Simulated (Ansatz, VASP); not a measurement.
Hg: VASP beside Ansatz

```
Hg
1.0
     2.34029    0.00000    0.00000
     0.00000    2.34029    0.00000
     0.00000    0.00000    2.34029
Hg
1
Direct
  0.00000 0.00000 0.00000
```

Change from the starting cell: volume scaled by 0.43, PAW files, partial_waves polarizable.

Alike in both runs: task single point; functional PBE; k mesh 12 × 12 × 12; occupations fermi-dirac, width 0.08 eV; no spin polarisation.

|  | VASP | Ansatz |
| --- | --- | --- |
| version | VASP 6.6.1 | Ansatz 0.2.0 |
| potentials or method | VASP PAW PBE potentials, release 64 (Hg) | PAW with Ansatz's default frozen-core files, scalar-relativistic |
| plane-wave cutoff (eV) | 520 | 420 |
| valence electrons in the cell | 12 | 20 |

```tsv
	VASP	Ansatz	Ansatz less VASP
pressure (GPa)	270.3	256.2	-14.17
```

Both programs put the cell under a high pressure, so it lies far from rest at this level. VASP's potentials hold 12 valence electrons a cell and Ansatz's 20, so a difference there can come from the potentials and not from the codes.

Neither program's run includes spin-orbit coupling. Noted on VASP's run: the cell as given lies far from equilibrium.
